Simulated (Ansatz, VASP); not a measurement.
CsNaS2: VASP beside Ansatz

```
CELL_PARAMETERS angstrom
4.05669 0.00000 0.00000
-2.02834 3.51320 0.00000
0.00000 -2.34213 7.65860
ATOMIC_POSITIONS crystal
Na 0.50000 0.00000 0.50000
S 0.23110 0.46220 0.69330
S 0.76890 0.53780 0.30670
Cs 0.00000 0.00000 0.00000
```

Alike in both runs: task single point; functional r2SCAN; k mesh 8 × 8 × 8; occupations tetrahedron; no spin polarisation.

|  | VASP | Ansatz |
| --- | --- | --- |
| version | VASP 6.6.1 | Ansatz 0.2.0 |
| potentials or method | VASP PAW PBE potentials, release 64 (Na_pv, S, Cs_sv), cutoff 520 eV | PAW plane waves |
| valence electrons in the cell | 28 | 30 |

Ansatz gave:

| Item | Value |
| --- | --- |
| pressure (GPa) | 2.8 |
| traceless stress, the component that is largest in VASP (GPa) | -0.66 |
| rms of the force components (eV/Å) | 0.123 |

Task: What did VASP give for the same quantities?

Result: Pressure (GPa): 2.8; traceless stress, the component that is largest in VASP (GPa): -0.63; rms of the force components (eV/Å): 0.134.

VASP's potentials were made for PBE, not for r2SCAN. Atom by atom the forces differ by 0.011 eV/Å (rms over components). The functional is the same, so the differences come from potentials, cutoffs and numerics. VASP's potentials hold 28 valence electrons a cell and Ansatz's 30, so a difference there can come from the potentials and not from the codes. Ansatz's warnings: band table not solved further, product built on unsolved table, structure snapped to symmetry, tetrahedron derivatives may miss energy slope.

Spin-orbit coupling is off throughout.
